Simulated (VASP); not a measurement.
# GaN (F-43m) in VASP: single point with PBE

Aim: the single point of GaN with PBE.

Everything below comes from runs of VASP 6.6.1. Logs are shortened: lines on timing, memory, paths and dates and some standing lists are left out, and cuts for length are marked.

## (1) The cell of the first run

The structure is cubic, space group F-43m (No. 216). Conventional cell: a = 4.507 Å, b = 4.507 Å, c = 4.507 Å, α = 90.00°, β = 90.00°, γ = 90.00°. Ga (site symmetry -43m) has 4 N at 1.95 Å within 2.6 Å. N (site symmetry -43m) has 4 Ga at 1.95 Å within 2.6 Å.

## (2) Single point, PBE

Contents of INCAR:

```
SYSTEM = GaN
PREC = Accurate ; ENCUT = 600
EDIFF = 1E-6 ; ISMEAR = 0
SIGMA = 0.01 ; LREAL = .False.
LASPH = .True. ; NELM = 120
ALGO = Normal ; ISIF = 2
LWAVE = .False. ; LCHARG = .False.
GGA = PE ; NBANDS = 16
GGA_COMPAT = .False.
```

Contents of KPOINTS:

```
regular mesh
0
Gamma
  6 6 6
  0 0 0
```

Contents of POSCAR:

```
GaN
1.0
    0.0000000000      2.2535010000      2.2535010000
    2.2535010000      0.0000000000      2.2535010000
    2.2535010000      2.2535010000      0.0000000000
Ga N
1 1
Direct
    0.0000000000      0.0000000000      0.0000000000
    0.7500000000      0.7500000000      0.7500000000
```

Potentials or basis: VASP PAW PBE potentials, release 64 (Ga_d, N).

The run is started by

```sh
> cat potpaw_PBE.64/Ga_d/POTCAR potpaw_PBE.64/N/POTCAR > POTCAR
> mpirun -np 1 vasp_std > vasp.out
```

OUTCAR:

```text
SYSTEM = GaN
   PREC = Accurate
   ENCUT = 600
   EDIFF = 1E-6
   ISMEAR = 0
   LREAL = .False.
   LASPH = .True.
   NELM = 120
   ISIF = 2
   GGA = PE

 ion  position               nearest neighbor table
   1  0.000  0.000  0.000-   2 1.95   2 1.95   2 1.95   2 1.95
   2  0.750  0.750  0.750-   1 1.95   1 1.95   1 1.95   1 1.95

  LATTYP: Found a face centered cubic cell.
 ALAT       =     4.5070020000

  Lattice vectors:

 A1 = (   0.0000000000,   2.2535010000,   2.2535010000)
 A2 = (   2.2535010000,   0.0000000000,   2.2535010000)
 A3 = (   2.2535010000,   2.2535010000,   0.0000000000)

Analysis of symmetry for initial positions (statically):
=====================================================================
 Subroutine PRICEL returns:
 Original cell was already a primitive cell.

 Routine SETGRP: Setting up the symmetry group for a
 face centered cubic supercell.

 Subroutine GETGRP returns: Found 24 space group operations
 (whereof 24 operations were pure point group operations)
 out of a pool of 48 trial point group operations.

The static configuration has the point symmetry T_d .

Analysis of symmetry for dynamics (positions and initial velocities):
=====================================================================
 Subroutine PRICEL returns:
 Original cell was already a primitive cell.

 Routine SETGRP: Setting up the symmetry group for a
 face centered cubic supercell.

 Subroutine GETGRP returns: Found 24 space group operations
 (whereof 24 operations were pure point group operations)
 out of a pool of 48 trial point group operations.

The dynamic configuration has the point symmetry T_d .

 Subroutine INISYM returns: Found 24 space group operations
 (whereof 24 operations are pure point group operations),
 and found     1 'primitive' translations

----------------------------------------------------------------------------------------

                                     Primitive cell

  volume of cell :      22.8878

  direct lattice vectors                    reciprocal lattice vectors
     0.000000000  2.253501000  2.253501000    -0.221876982  0.221876982  0.221876982
     2.253501000  0.000000000  2.253501000     0.221876982 -0.221876982  0.221876982
     2.253501000  2.253501000  0.000000000     0.221876982  0.221876982 -0.221876982

  length of vectors
     3.186931677  3.186931677  3.186931677     0.384302205  0.384302205  0.384302205

  position of ions in fractional coordinates (direct lattice)
     0.000000000  0.000000000  0.000000000
     0.750000000  0.750000000  0.750000000

  ion indices of the primitive-cell ions
   primitive index   ion index
                 1           1
                 2           2

----------------------------------------------------------------------------------------

 KPOINTS: regular mesh

Automatic generation of k-mesh.
 Grid dimensions read from file:
 generate k-points for:    6    6    6

 Generating k-lattice:

  Cartesian coordinates                     Fractional coordinates (reciprocal lattice)
    -0.036979497  0.036979497  0.036979497     0.166666667  0.000000000  0.000000000
     0.036979497 -0.036979497  0.036979497     0.000000000  0.166666667  0.000000000
     0.036979497  0.036979497 -0.036979497     0.000000000  0.000000000  0.166666667

  Length of vectors
     0.064050368  0.064050368  0.064050368

  Shift w.r.t. Gamma in fractional coordinates (k-lattice)
     0.000000000  0.000000000  0.000000000

 Subroutine IBZKPT returns following result:
 ===========================================

 Found     16 irreducible k-points:

 Following reciprocal coordinates:
            Coordinates               Weight
  0.000000  0.000000  0.000000      1.000000
  0.166667  0.000000  0.000000      8.000000
  0.333333  0.000000  0.000000      8.000000
  0.500000  0.000000  0.000000      4.000000
  0.166667  0.166667  0.000000      6.000000
  0.333333  0.166667  0.000000     24.000000
[... 8 lines left out ...]
 -0.333333  0.333333  0.166667     24.000000
 -0.333333  0.500000  0.166667     12.000000
   k-points           NKPTS =     16   k-points in BZ     NKDIM =     16   number of bands    NBANDS=     16
   number of dos      NEDOS =    301   number of ions     NIONS =      2
   total plane-waves  NPLWV =  21952
   dimension x,y,z NGX =    28 NGY =   28 NGZ =   28
   dimension x,y,z NGXF=    56 NGYF=   56 NGZF=   56
   ions per type =               1   1
   NGX,Y,Z   is equivalent  to a cutoff of  14.61, 14.61, 14.61 a.u.
   NGXF,Y,Z  is equivalent  to a cutoff of  29.21, 29.21, 29.21 a.u.
 SYSTEM =  GaN
   PREC   = accura    normal or accurate (medium, high low for compatibility)
   ISTART =      0    job   : 0-new  1-cont  2-samecut
   ICHARG =      2    charge: 1-file 2-atom 10-const
   ISPIN  =      1    spin polarized calculation?
   LNONCOLLINEAR =      F non collinear calculations
   LSORBIT =      F    spin-orbit coupling
   LASPH  =      T    aspherical Exc in radial PAW
   ENCUT  =  600.0 eV  44.10 Ry    6.64 a.u.   6.37  6.37  6.37*2*pi/ulx,y,z
   NELM   =    120;   NELMIN=  2; NELMDL= -5     # of ELM steps
   EDIFF  = 0.1E-05   stopping-criterion for ELM
   LREAL  =      F    real-space projection
   EDIFFG = 0.1E-04   stopping-criterion for IOM
   NSW    =      0    number of steps for IOM
   IBRION =     -1    ionic relax: 0-MD 1-quasi-New 2-CG
   NFREE  =      0    steps in history (QN), initial steepest desc. (CG)
   ISIF   =      2    stress and relaxation
   ISYM   =      2    0-nonsym 1-usesym 2-fastsym
   POTIM  = 0.5000    time-step for ionic-motion
   TEBEG  =    0.0;   TEEND  =   0.0 temperature during run
   PSTRESS=    0.0 pullay stress
   NELECT =      18.0000    total number of electrons
   NUPDOWN=      -1.0000    fix difference up-down
   EMIN   =  10.00;   EMAX   =-10.00  energy-range for DOS
   EFERMI =   0.00;   METHOD = LEGACY
   ISMEAR =     0;   SIGMA  =   0.01  broadening in eV -4-tet -1-fermi 0-gaus
   EFERMI_NEDOS =   21; number of points for ismear=-14 and -15
   IALGO  =     38    algorithm
   IMIX   =      4    mixing-type and parameters
     AMIX     =   0.40;   BMIX     =  1.00
     AMIX_MAG =   1.60;   BMIX_MAG =  1.00
  volume/ion in A,a.u.               =      11.44        77.23
  Fermi-wavevector in a.u.,A,eV,Ry     =   1.511116  2.855596 31.068532  2.283473
  Thomas-Fermi vector in A             =   2.621216
   LORBIT       =      0    0 simple, 1 ext, 2 COOP (PROOUT), +10 PAW based schemes
   GGA     = PE    functional components
   LHFCALC =     F    Hartree Fock is set to
   AEXX    =    0.0000 exact exchange contribution
   IVDW    =     0    specifies the selected vdW correction
   LEPSILON=     F    determine dielectric tensor
   LRPA    =     F    only Hartree local field effects (RPA)
 non-spin polarized calculation
 Gauss-broadening in eV      SIGMA  =   0.01
  energy-cutoff  :      600.00
  volume of cell :       22.89
 maximum number of plane-waves:       778
 NGX is ok and might be reduce to    28
   NGX = 13   NGY = 13   NGZ = 13

 number of electron      18.0000005 magnetization

 Free energy of the ion-electron system (eV)
  ---------------------------------------------------
  ext. energy  EPLUGINS =         0.00000000
  ---------------------------------------------------
  free energy    TOTEN  =       -12.14020477 eV

  energy without entropy =      -12.14020477  energy(sigma->0) =      -12.14020477

 E-fermi :   5.3498     XC(G=0): -11.6659

 val. band max:        5.2861551392   @ k =   0.0000   0.0000   0.0000
 cond. band min:       7.0085628751   @ k =   0.0000   0.0000   0.0000
 fundamental gap:      1.7224077359
 Fermi energy:         5.3498445379

 k-point     1 :       0.0000    0.0000    0.0000
  band No.  band energies     occupation
      1     -10.6494      2.00000
      2      -8.1608      2.00000
      3      -8.1608      2.00000
      4      -8.1608      2.00000
      5      -7.8412      2.00000
      6      -7.8412      2.00000
[... 8 lines left out ...]
     15      24.1375      0.00000
     16      24.1375      0.00000

 k-point     2 :       0.1667    0.0000    0.0000
  band No.  band energies     occupation
      1     -10.3655      2.00000
      2      -8.1269      2.00000
      3      -8.1269      2.00000
      4      -8.0334      2.00000
      5      -7.8426      2.00000
      6      -7.8426      2.00000
[... 8 lines left out ...]
     15      22.1955      0.00000
     16      22.1955      0.00000

 k-point     3 :       0.3333    0.0000    0.0000
  band No.  band energies     occupation
      1      -9.8940      2.00000
      2      -8.0818      2.00000
      3      -8.0818      2.00000
      4      -7.8204      2.00000
      5      -7.8204      2.00000
      6      -7.3711      2.00000
[... 8 lines left out ...]
     15      22.9543      0.00000
     16      22.9543      0.00000

 k-point     4 :       0.5000    0.0000    0.0000
  band No.  band energies     occupation
      1      -9.7419      2.00000
      2      -8.0732      2.00000
      3      -8.0732      2.00000
      4      -7.7941      2.00000
      5      -7.7941      2.00000
      6      -6.5948      2.00000
[... 8 lines left out ...]
     15      24.9463      0.00000
     16      24.9463      0.00000
[... 172 lines left out ...]
 k-point    14 :       0.5000    0.3333    0.1667
  band No.  band energies     occupation
      1      -9.6744      2.00000
      2      -8.0259      2.00000
      3      -8.0045      2.00000
      4      -7.8997      2.00000
      5      -7.8044      2.00000
      6      -6.7213      2.00000
[... 8 lines left out ...]
     15      25.1721      0.00000
     16      27.6882      0.00000

 k-point    15 :      -0.3333    0.3333    0.1667
  band No.  band energies     occupation
      1      -9.6031      2.00000
      2      -8.0398      2.00000
      3      -7.9740      2.00000
      4      -7.8642      2.00000
      5      -7.8180      2.00000
      6      -6.1008      2.00000
[... 8 lines left out ...]
     15      24.1690      0.00000
     16      28.0965      0.00000

 k-point    16 :      -0.3333    0.5000    0.1667
  band No.  band energies     occupation
      1      -9.5693      2.00000
      2      -8.0303      2.00000
      3      -7.9572      2.00000
      4      -7.8494      2.00000
      5      -7.8015      2.00000
      6      -5.9546      2.00000
[... 8 lines left out ...]
     15      25.9499      0.00000
     16      28.3025      0.00000

------------------------ aborting loop because EDIFF is reached ----------------------------------------

  FORCE on cell =-STRESS in cart. coord.  units (eV):
  Direction    XX          YY          ZZ          XY          YZ          ZX
  --------------------------------------------------------------------------------------
  -------------------------------------------------------------------------------------
  Total        0.6999389      0.6999389      0.6999389      0.0000000      0.0000000      0.0000000
  in kB       48.9967724     48.9967724     48.9967724      0.0000000      0.0000000      0.0000000
  external PRESSURE =      48.9967724 kB  Pullay stress =       0.0000000 kB

 VOLUME and BASIS-vectors are now :
 -----------------------------------------------------------------------------
  energy-cutoff  :      600.00
  volume of cell :       22.89
      direct lattice vectors                 reciprocal lattice vectors
     0.000000000  2.253501000  2.253501000    -0.221876982  0.221876982  0.221876982
     2.253501000  0.000000000  2.253501000     0.221876982 -0.221876982  0.221876982
     2.253501000  2.253501000  0.000000000     0.221876982  0.221876982 -0.221876982

 POSITION                                       TOTAL-FORCE (eV/Angst)
 -----------------------------------------------------------------------------------
      0.00000      0.00000      0.00000        -0.000000     -0.000000     -0.000000
      3.38025      3.38025      3.38025         0.000000      0.000000      0.000000
 -----------------------------------------------------------------------------------
    total drift:                               -0.000000     -0.000000     -0.000000

  FREE ENERGIE OF THE ION-ELECTRON SYSTEM (eV)
  ---------------------------------------------------
  free  energy   TOTEN  =       -12.1402047734 eV

  energy  without entropy=      -12.1402047734  energy(sigma->0) =      -12.14020477
```

It took 22 s on 1 thread of Intel Xeon 8259CL, shared host; peak memory 0.15 GiB.

What came out:

* Free energy: -12.1402 eV
* Pressure: 4.9 GPa
* Band gap on the k mesh: 1.72 eV

Levels at points of the mesh, in eV from the valence-band top:
```csv
k point,band 6,band 7,band 8,band 9,band 10,band 11,band 12,band 13
"(0.00, 0.00, 0.00)",-13.13,0.00,0.00,0.00,1.72,10.30,10.30,10.30
"(0.50, 0.00, 0.00)",-11.88,-7.04,-0.97,-0.97,4.64,8.73,10.36,10.36
"(0.50, 0.50, 0.00)",-11.46,-6.13,-2.70,-2.70,3.35,6.66,11.71,13.96
```

Caveat: the cell stands under pressure.
